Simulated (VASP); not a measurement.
Input of a VASP 6.6.1 run:

INCAR

```
SYSTEM = Al
  ALGO = Normal
  EDIFF = 1E-6
  ENCUT = 520
  GGA = CA
  ISIF = 2
  ISMEAR = 0
  LASPH = .TRUE.
  LCHARG = .FALSE.
  LREAL = Auto
  LWAVE = .FALSE.
  NBANDS = 72
  NELM = 80
  PREC = Accurate
  SIGMA = 0.1
```

KPOINTS

```
k-points
0
G
  3 3 3
  0 0 0
```

POSCAR

```
Al
1.0
    8.1000000000      0.0000000000      0.0000000000
    0.0000000000      8.1000000000      0.0000000000
    0.0000000000      0.0000000000      8.1000000000
Al
33
Direct
    0.5010892593      0.0086454321     -0.0108406173
    0.7533625926      0.2499232099     -0.0061261728
    0.7588144444      0.0088003704      0.2461828395
    0.0041758025      0.0028011111      0.0040643210
    0.2499650617      0.2501282716     -0.0008443210
    0.5010964198      0.4906567901     -0.0116182716
    0.7714328395      0.7507874074     -0.0247629630
    0.2472486420      0.0207453086      0.2473237037
    0.5058287654      0.2504165432      0.2416609877
    0.7595949383      0.4905009877      0.2461920988
    0.5000227160      0.0212292593      0.5001170370
    0.7488941975      0.2501400000      0.4970581481
    0.7428062963      0.0034066667      0.7428813580
    0.0040825926      0.4977601235      0.0039804938
    0.2579420988      0.7501801235      0.0097737037
   -0.0010172840      0.2501360494      0.2500241975
    0.2477737037      0.4812881481      0.2478361728
    0.5712360494      0.7482067901      0.1771130864
   -0.0108272840      0.0083006173      0.5011514815
    0.2415014815      0.2504182716      0.5058159259
    0.4995217284      0.4808550617      0.4996262963
    0.7372908642      0.7501907407      0.4891272840
    0.2462438272      0.0090240741      0.7589175309
    0.4970791358      0.2501317284      0.7487995062
    0.7428976543      0.4971623457      0.7429722222
    0.0101019753      0.7501824691      0.2582680247
   -0.0115983951      0.4910286420      0.5011606173
    0.1781514815      0.7482113580      0.5718595062
   -0.0061750617      0.2499253086      0.7532858025
    0.2462493827      0.4902623457      0.7597032099
    0.4895833333      0.7501882716      0.7378530864
   -0.0256074074      0.7507785185      0.7701850617
    0.3741703704      0.7524953086      0.3739545679
```

Potentials or basis: VASP PAW LDA potentials, release 64 (Al).

Run with:

```bash
$ cat potpaw_LDA.64/Al/POTCAR > POTCAR
$ mpirun -np 1 vasp_std > vasp.out
```

Task: What does it give for the pressure?

Result: 1.9 GPa.

Task: What does it give for the band gap on the k mesh?

Result: Zero (an odd number of electrons rules out a gap without spin polarisation).

Task: Predict the largest force.

Result: 0.030 eV/Å.

Forces in eV/Å, atoms in the order of the input:
```
Al   0.000  0.000 -0.001
Al   0.002  0.000  0.001
Al   0.000  0.000 -0.001
Al   0.001  0.000  0.001
Al   0.000 -0.001  0.006
Al   0.001  0.000 -0.003
Al   0.005  0.003  0.006
Al   0.002  0.004  0.002
Al  -0.001 -0.001 -0.002
Al   0.001  0.000  0.000
Al   0.002  0.000  0.003
Al  -0.001  0.000  0.004
Al   0.002  0.001  0.002
Al   0.000  0.001  0.000
Al   0.002  0.000  0.002
Al   0.005  0.000 -0.001
Al   0.002  0.000  0.002
Al  -0.004 -0.011 -0.005
Al   0.000 -0.001  0.001
Al  -0.003 -0.001 -0.002
Al   0.002  0.001  0.002
Al  -0.002  0.000 -0.002
Al  -0.001  0.002  0.000
Al   0.004 -0.001 -0.002
Al   0.003 -0.001  0.002
Al   0.003  0.000  0.003
Al  -0.003  0.000  0.000
Al   0.005 -0.012  0.009
Al   0.001  0.000  0.002
Al   0.000 -0.002  0.000
Al  -0.001  0.000 -0.002
Al  -0.008  0.005 -0.008
Al  -0.019  0.015 -0.018
```
